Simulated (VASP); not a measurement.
A run of VASP 6.6.1 is set up as follows.

The input INCAR:

```
PREC = Accurate
ENCUT = 600
EDIFF = 1E-6
ISMEAR = -1
SIGMA = 0.1
LREAL = F
LASPH = T
NELM = 60
ALGO = Normal
ISIF = 3
LWAVE = F
LCHARG = F
GGA = PE
IBRION = 2
NSW = 60
EDIFFG = -0.005
PSTRESS = 1200.0
```

File KPOINTS:

```
Automatic mesh
0
Gamma
  16 16 15
```

The input POSCAR:

```
CoSi
1.0
    2.7557616965      0.0000000000      0.0000000000
   -1.3778808482      2.3865596359      0.0000000000
    0.0000000000      0.0000000000      2.7006464625
Co Si
1 1
Direct
    0.0000000000      0.0000000000      0.0000000000
    0.3333333333      0.6666666667      0.5000000000
```

Potentials or basis: VASP PAW PBE potentials, release 64 (Co, Si).

Command:

```console
$ cat potpaw_PBE.64/Co/POTCAR potpaw_PBE.64/Si/POTCAR > POTCAR
$ mpirun -np 1 vasp_std > vasp.out
```

(1) What does it give for the band gap on the k mesh?

(2) Predict the relaxed volume.

(3) Predict the relaxed cell.

Results:

(1) zero (an odd number of electrons rules out a gap without spin polarisation).

(2) 8.27 Å³/atom.

(3) a = 2.395 Å, b = 2.395 Å, c = 3.330 Å, α = 90.00°, β = 90.00°, γ = 120.00°.

Caveat: the cell is relaxed towards a set pressure, so the run minimises the enthalpy, not the energy; a cell axis changed by over 15 % at a fixed basis, so the end point is rough; an odd number of electrons without spin polarisation forces a metal; a magnetic or distorted state may lie lower.
